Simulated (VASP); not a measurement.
A run of VASP 6.6.1 is set up as follows.

File INCAR:

```
SYSTEM = Si4HC4
ALGO = Normal
DIPOL = 0.5 0.5 0.330
EDIFF = 1E-6
ENCUT = 520
GGA = PE
GGA_COMPAT = .FALSE.
IDIPOL = 3
ISIF = 2
ISMEAR = 0
ISPIN = 2
LASPH = .TRUE.
LCHARG = .TRUE.
LDIPOL = .TRUE.
LELF = .TRUE.
LORBIT = 11
LREAL = .FALSE.
LVACPOTAV = .TRUE.
LVHAR = .TRUE.
LWAVE = .FALSE.
MAGMOM = 0 0 0 0 0 0 0 0 1
NBANDS = 30
NELM = 200
NELMDL = -8
PREC = Accurate
SIGMA = 0.05
```

File KPOINTS:

```
k-points
0
G
  9 6 1
  0 0 0
```

POSCAR

```
Si4HC4
1.0
    3.0967389835      0.0000000000      0.0000000000
    0.0000000000      4.3794502696      0.0000000000
    0.0000000000      0.0000000000     20.1332068295
Si C H
4 4 1
Direct
    0.5000000000      0.5000000000      0.1986767450
    0.0000000000      0.0000000000      0.2755829977
    0.5000000000      0.4971400051      0.3554907352
    0.0000000000      0.9498903695      0.4168952500
    0.0000000000      0.2500000000      0.1986767450
    0.5000000000      0.7500000000      0.2755829977
    0.0000000000      0.2559423864      0.3541649037
    0.5000000000      0.7547379437      0.4288043580
    0.5000000000      1.5880712770      0.4706091550
```

Potentials or basis: VASP PAW PBE potentials, release 64 (Si, C, H).

Run with:

```sh
$ cat potpaw_PBE.64/Si/POTCAR potpaw_PBE.64/C/POTCAR potpaw_PBE.64/H/POTCAR > POTCAR
$ mpirun -np 1 vasp_std > vasp.out
```

Predict the net moment.

0.56 μB per cell.

What does it give for the site moments?

Si +0.12, +0.01, +0.07 (each value once); C -0.03, +0.01 (each value once); H +0.00 μB.

Predict the largest force.

2.887 eV/Å.

Forces on the atoms (eV/Å):
```
Si   0.000 -2.691  1.046
Si   0.000  0.287 -1.811
Si   0.000 -0.042 -2.462
Si   0.000  2.041  0.323
C    0.000  1.653  0.166
C    0.000  0.526  1.036
C    0.000 -0.691  0.432
C    0.000 -1.499  1.249
H    0.000  0.416  0.020
```
